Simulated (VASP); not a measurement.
ZnO:

```
CELL_PARAMETERS angstrom
2.21086 -2.50579 0.00000
2.21086 2.50579 0.00000
0.00000 0.00000 2.56820
ATOMIC_POSITIONS crystal
Zn 0.00000 0.00000 0.50000
O 0.50000 0.50000 0.50000
```

The cell was generated, and may not be a known phase.

```yaml
Program: VASP 6.6.1
Task: relaxation of cell and atoms
Functional: PBE
Potentials_or_basis: VASP PAW PBE potentials, release 64 (Zn, O)
Cutoff: 600 eV
k_mesh: 6 × 6 × 6
Occupations: gaussian, width 0.1 eV
Spin: no spin polarisation
```

At the start: pressure -15.4 GPa; volume 14.23 Å³/atom.

How do energy, volume and symmetry change on relaxing?

Over 16 steps the energy falls by 828.0 meV/atom and the volume is 13.72 Å³/atom (-3.6 %); space group Cmmm (No. 65, to 0.1 Å) before, P4/mmm (No. 123, to 0.1 Å).

Step by step:
| step | energy change (eV) | largest force (eV/Å) | pressure (GPa) | volume (Å³) |
| --- | --- | --- | --- | --- |
| 1 | 0.0000 | 0.0000 | -15.43 | 28.46 |
| 2 | -1.2303 | 0.0000 | 6.65 | 22.90 |
| 3 | -1.2398 | 0.0000 | 11.27 | 22.47 |
| 4 | -1.4781 | 0.0000 | 11.96 | 23.87 |
| 5 | -1.5173 | 0.0000 | 13.92 | 24.61 |
| 6 | -1.6193 | 0.0000 | -5.43 | 28.47 |
| 7 | -1.6351 | 0.0000 | -0.98 | 27.30 |
| 8 | -1.6351 | 0.0000 | -1.26 | 27.36 |
| 9 | -1.6443 | 0.0000 | -0.91 | 27.53 |
| 10 | -1.6505 | 0.0000 | -0.25 | 27.77 |
| 11 | -1.6505 | 0.0000 | -0.19 | 27.79 |
| 12 | -1.6528 | 0.0000 | -0.44 | 27.77 |
| 13 | -1.6552 | 0.0000 | -0.84 | 27.71 |
| 14 | -1.6549 | 0.0000 | 1.06 | 27.29 |
| 15 | -1.6557 | 0.0000 | 0.03 | 27.52 |
| 16 | -1.6560 | 0.0000 | 0.04 | 27.44 |

Final structure:
```yaml
crystal:
  lattice:
    - [2.01589, -2.01779, 0.00000]
    - [2.01589, 2.01779, 0.00000]
    - [0.00000, 0.00000, 3.37318]
  atoms:
    - { symbol: Zn, position: [0.00000, 0.00000, 0.50000] }
    - { symbol: O, position: [0.50000, 0.50000, 0.50000] }
```

Caveat: the k points lie up to 0.37 Å⁻¹ apart in the final cell; a cell axis changed by over 15 % at a fixed basis, so the end point is rough.
